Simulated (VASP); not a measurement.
**Ag: density of states with PBE**

Ag:

```
CELL_PARAMETERS angstrom
2.59575 0.00000 0.00000
0.00000 2.59575 0.00000
0.00000 0.00000 2.59575
ATOMIC_POSITIONS crystal
Ag 0.00000 0.00000 0.00000
```

This cell differs from its parent crystal: volume scaled by 0.84.

- Program: VASP 6.6.1
- Task: density of states
- Functional: PBE
- Potentials or basis: VASP PAW PBE potentials, release 64 (Ag)
- Cutoff: 520 eV
- k mesh: 16 × 16 × 16
- Occupations: fermi-dirac, width 0.08 eV
- Spin: no spin polarisation
- Dipole correction: no
- k mesh for the DOS: 24 × 24 × 24
- Occupations for the DOS: tetrahedron
- Further INCAR settings: ALGO = Normal; EDIFF = 1e-07; NBANDS = 12

```
Valence electrons inside the program's atomic spheres : Ag 10.01
```

Levels at points of the mesh, in eV from the Fermi level:
| k point | band 1 | band 2 | band 3 | band 4 | band 5 | band 6 | band 7 | band 8 | band 9 | band 10 |
| --- | --- | --- | --- | --- | --- | --- | --- | --- | --- | --- |
| (0.00, 0.00, 0.00) | -7.45 | -6.63 | -6.63 | -2.77 | -2.77 | -2.77 | 15.21 | 15.21 | 15.21 | 21.15 |
| (0.50, 0.00, 0.00) | -6.24 | -5.87 | -4.05 | -4.05 | -2.65 | -1.00 | 2.42 | 17.65 | 20.23 | 21.17 |
| (0.50, 0.50, 0.00) | -6.69 | -5.61 | -3.82 | -3.82 | -1.77 | 4.06 | 4.06 | 9.20 | 10.43 | 22.73 |
| (0.50, 0.50, 0.50) | -5.99 | -5.99 | -5.99 | -1.69 | -1.69 | 9.53 | 9.53 | 9.53 | 10.22 | 15.78 |

Run time: 40 s on 1 thread of Intel Xeon 6975P-C, with other jobs on the host, peak memory 0.21 GiB.
